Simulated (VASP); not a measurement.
# LiSi16 (a cell with a defect): single point with PBE+D3(BJ)

The system is LiSi16 (a cell with a defect).

```
Si Li
1.0
     0.00000    5.43000    5.43000
     5.43000    0.00000    5.43000
     5.43000    5.43000    0.00000
Si Li
16 1
Cartesian
  0.0355 -0.0324 0.0190
  1.3317 1.3595 1.3889
  2.6374 2.7958 0.0831
  4.0737 4.1015 1.3889
  2.7015 -0.0324 2.6850
  4.1536 1.2795 3.9969
  5.4655 2.7317 2.6850
  6.7617 4.1015 4.0769
  -0.0384 2.6749 2.7590
  1.4203 4.0129 4.1316
  2.7583 5.4716 2.7590
  3.9861 6.8770 4.1644
  2.8133 2.6198 5.3372
  4.0189 4.0129 6.7303
  5.3916 5.4716 5.3922
  6.8503 6.8442 6.7303
  5.7396 5.1235 7.8409
```

```json
{
  "Program": "VASP 6.6.1",
  "Task": "single point",
  "Functional": "PBE",
  "Dispersion": "D3(BJ)",
  "Potentials or basis": "VASP PAW PBE potentials, release 64 (Si, Li_sv)",
  "Cutoff": "520 eV",
  "k mesh": "2 × 2 × 2",
  "Occupations": "gaussian, width 0.02 eV",
  "Spin": "no spin polarisation",
  "Dipole correction": "no",
  "Charge": "1",
  "Further INCAR settings": "LREAL = Auto; ALGO = Normal; EDIFF = 1e-06; NBANDS = 48; NELECT = 66.0"
}
```

- Largest force: 0.736 eV/Å
- Dispersion energy per atom: -0.321 eV

Forces on the atoms (eV/Å):
```
Si   0.016 -0.016 -0.017
Si   0.032 -0.008 -0.032
Si   0.043 -0.043 -0.043
Si   0.008 -0.032 -0.032
Si   0.017 -0.016 -0.016
Si   0.008 -0.008 -0.008
Si   0.016 -0.017 -0.016
Si   0.032 -0.032 -0.008
Si   0.041 -0.010 -0.041
Si   0.039 -0.039 -0.044
Si   0.010 -0.041 -0.041
Si   0.042 -0.042 -0.042
Si  -0.003  0.003  0.003
Si   0.044 -0.039 -0.039
Si   0.041 -0.041 -0.010
Si   0.039 -0.044 -0.039
Li  -0.425  0.425  0.425
```

Levels at points of the mesh, in eV from the Fermi level:
```csv
k point,band 29,band 30,band 31,band 32,band 33,band 34,band 35,band 36,band 37,band 38
"(0.00, 0.00, 0.00)",-1.32,-1.23,-0.21,-0.15,-0.15,0.32,0.49,0.49,0.57,0.57
"(0.50, 0.00, 0.00)",-2.17,-0.96,-0.96,-0.88,-0.88,1.11,1.12,1.12,1.55,1.55
"(0.00, 0.50, 0.00)",-2.28,-1.00,-0.97,-0.91,-0.88,1.00,1.15,1.31,1.34,1.42
"(0.50, 0.50, 0.00)",-2.04,-1.55,-1.54,-1.47,-1.42,0.87,0.97,2.02,2.12,2.21
```

Wall time 3.5 min on 1 thread of Intel Xeon 8259CL (shared host), peak memory 0.46 GiB.

Caveat: the k points lie up to 0.50 Å⁻¹ apart; the cell carries a net charge on a neutralising background, which shifts energy and pressure; the cell is charged against a uniform background, so pressure and absolute levels hang on convention.
